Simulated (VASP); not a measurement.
## Ag2Sn2Au: single point with r2SCAN

Ag2Sn2Au:

```
Au Sn Ag
1.0
     0.00000    4.46533    0.00000
     4.46533    0.00000    0.00000
     2.23267    2.23267   -5.60796
Au Sn Ag
1 2 2
Direct
  0.00000 0.00000 0.00000
  0.38100 0.38100 0.23800
  0.61900 0.61900 0.76200
  0.75000 0.25000 0.50000
  0.25000 0.75000 0.50000
```

```json
{"Program": "VASP 6.6.1", "Task": "single point", "Functional": "r2SCAN", "Potentials or basis": "VASP PAW PBE potentials, release 64 (Au, Sn_d, Ag)", "Cutoff": "520 eV", "k mesh": "4 × 4 × 4", "Occupations": "fermi-dirac, width 0.0682 eV", "Spin": "no spin polarisation", "Dipole correction": "no", "Further INCAR settings": "ALGO = Normal; EDIFF = 1e-06; NBANDS = 38"}
```

The pressure is 5.0 GPa. The largest force is 0.684 eV/Å. The band gap on the k mesh is zero (an odd number of electrons rules out a gap without spin polarisation).

Forces on the atoms (eV/Å):
```
Au   0.000  0.000  0.000
Sn   0.000  0.000  0.684
Sn   0.000  0.000 -0.684
Ag   0.000  0.000  0.000
Ag   0.000  0.000  0.000
```

Stress tensor (GPa, compression positive):
```
3.79 0.00 0.00
0.00 3.79 0.00
0.00 0.00 7.29
```

Levels at points of the mesh, in eV from the Fermi level:
| k point | band 28 | band 29 | band 30 | band 31 | band 32 | band 33 |
| --- | --- | --- | --- | --- | --- | --- |
| (0.00, 0.00, 0.00) | -2.27 | -0.51 | 0.22 | 0.22 | 0.96 | 0.96 |
| (0.50, 0.00, 0.00) | -3.09 | -2.41 | 0.59 | 1.40 | 1.50 | 2.11 |
| (0.50, 0.50, 0.00) | -2.97 | -2.48 | -2.21 | -1.42 | -0.52 | 1.03 |
| (0.00, 0.00, 0.50) | -1.52 | -1.52 | -0.39 | 1.04 | 2.79 | 3.07 |

It took 2.7 min on 1 thread of Intel Xeon 8259CL, with other jobs on the host, peak memory 0.28 GiB.

Caveat: the k points lie up to 0.38 Å⁻¹ apart, too coarse for converged energies and pressures of a metal; the PAW data sets were made with another functional, which shifts forces and pressure a little; spin-orbit coupling is left out, which moves the levels of the heavy elements.
